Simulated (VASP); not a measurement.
Crystal: As2Se.

```xyz
6
Lattice="-3.5294 3.5294 2.6536 3.5294 -3.5294 2.6536 3.5294 3.5294 -2.6536" Properties=species:S:1:pos:R:3 pbc="T T T"
As   -0.0828    5.1638    0.6541
As   -0.0629    1.7316    0.4813
As    1.7836    3.5871    2.1240
As   -1.6517    3.5565    1.8643
Se    0.0663    0.1354    2.5527
Se    3.5896    0.1656    1.3763
```

* Program: VASP 6.6.1
* Task: relaxation of cell and atoms
* Functional: PBEsol
* Potentials or basis: VASP PAW PBE potentials, release 64 (As, Se)
* Cutoff: 600 eV
* k mesh: 6 × 6 × 6
* Occupations: gaussian, width 0.1 eV
* Spin: no spin polarisation

At the start: pressure -0.9 GPa; volume 22.04 Å³/atom.

Task: Where does the relaxation end?

Result: Over 51 steps the energy falls by 59.1 meV/atom and the volume is 21.86 Å³/atom (-0.8 %); space group P1 (No. 1, to 0.1 Å) before, Ima2 (No. 46, to 0.1 Å).

Step by step:
| step | energy change (eV) | largest force (eV/Å) | pressure (GPa) | volume (Å³) |
| --- | --- | --- | --- | --- |
| 1 | 0.0000 | 1.2057 | -0.87 | 132.22 |
| 3 | -0.1972 | 0.4631 | 0.73 | 128.38 |
| 5 | -0.2431 | 0.2070 | -0.80 | 130.30 |
| 7 | -0.2581 | 0.1998 | 0.41 | 128.25 |
| 9 | -0.2683 | 0.1659 | -0.05 | 128.83 |
| 11 | -0.2842 | 0.2663 | 0.00 | 129.07 |
| 13 | -0.3000 | 0.2818 | 0.27 | 129.20 |
| 15 | -0.3036 | 0.3195 | 0.45 | 129.27 |
| 17 | -0.3273 | 0.2550 | -0.32 | 131.50 |
| 19 | -0.3383 | 0.1677 | 0.40 | 130.67 |
| 21 | -0.3430 | 0.0934 | -0.23 | 131.78 |
| 23 | -0.3456 | 0.0803 | 0.11 | 131.32 |
| 25 | -0.3476 | 0.0591 | -0.13 | 131.73 |
| 27 | -0.3493 | 0.0887 | 0.20 | 131.18 |
| 29 | -0.3509 | 0.0648 | -0.24 | 131.71 |
| 31 | -0.3521 | 0.0553 | -0.10 | 131.40 |
| 33 | -0.3535 | 0.0335 | -0.05 | 131.06 |
| 35 | -0.3539 | 0.0300 | 0.00 | 130.97 |
| 37 | -0.3542 | 0.0210 | 0.02 | 131.01 |
| 39 | -0.3543 | 0.0095 | 0.01 | 131.13 |
| 41 | -0.3544 | 0.0072 | -0.03 | 131.26 |
| 43 | -0.3544 | 0.0093 | 0.00 | 131.21 |
| 45 | -0.3544 | 0.0068 | 0.00 | 131.19 |
| 47 | -0.3544 | 0.0073 | 0.00 | 131.18 |
| 49 | -0.3545 | 0.0056 | 0.00 | 131.14 |
| 51 | -0.3545 | 0.0048 | -0.01 | 131.16 |

Final structure:
```xyz
6
Lattice="-3.4912 3.4198 2.7466 3.4913 -3.4205 2.7459 3.4923 3.4190 -2.7473" Properties=species:S:1:pos:R:3 pbc="T T T"
As   -0.0097    5.1651    0.6479
As   -0.0111    1.7468    0.6435
As    1.8633    3.4531    2.3976
As   -1.6287    3.4550    1.6392
Se    3.4414    3.4554   -0.0250
Se    3.4425    0.0349    1.3163
```

Caveat: the PAW data sets were made with another functional, which shifts forces and pressure a little.
